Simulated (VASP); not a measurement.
CaSe:

```
Ca Se
1.0
     3.59565    0.00000    0.00000
     0.00000    3.59565    0.00000
     0.00000    0.00000    3.59565
Ca Se
1 1
Direct
  0.00000 0.00000 0.00000
  0.50000 0.50000 0.50000
```

```yaml
Program: VASP 6.6.1
Task: relaxation of cell and atoms
Functional: r2SCAN
Dispersion: rVV10
Potentials_or_basis: VASP PAW PBE potentials, release 64 (Ca_sv, Se)
Cutoff: 550 eV
k_mesh: 6 × 6 × 6
Occupations: fermi-dirac, width 0.03 eV
Spin: no spin polarisation
```

At the start: pressure 1.4 GPa; volume 23.24 Å³/atom.

**Question.** How do energy, volume and symmetry change on relaxing?

**Answer.** Over 3 steps the energy falls by 2.5 meV/atom and the volume is 23.81 Å³/atom (+2.4 %); space group Pm-3m (No. 221, to 0.1 Å) before and after.

The path:
```csv
step,energy change (eV),largest force (eV/Å),pressure (GPa),volume (Å³)
1,0.0000,0.0000,1.44,46.49
2,-0.0047,0.0000,-0.34,47.91
3,-0.0050,0.0000,0.00,47.62
```

Final structure:
```xyz
2
Lattice="3.6246 0.0000 0.0000 0.0000 3.6246 0.0000 0.0000 0.0000 3.6246" Properties=species:S:1:pos:R:3 pbc="T T T"
Ca    0.0000    0.0000    0.0000
Se    1.8123    1.8123    1.8123
```

Caveat: the PAW data sets were made with another functional, which shifts forces and pressure a little.
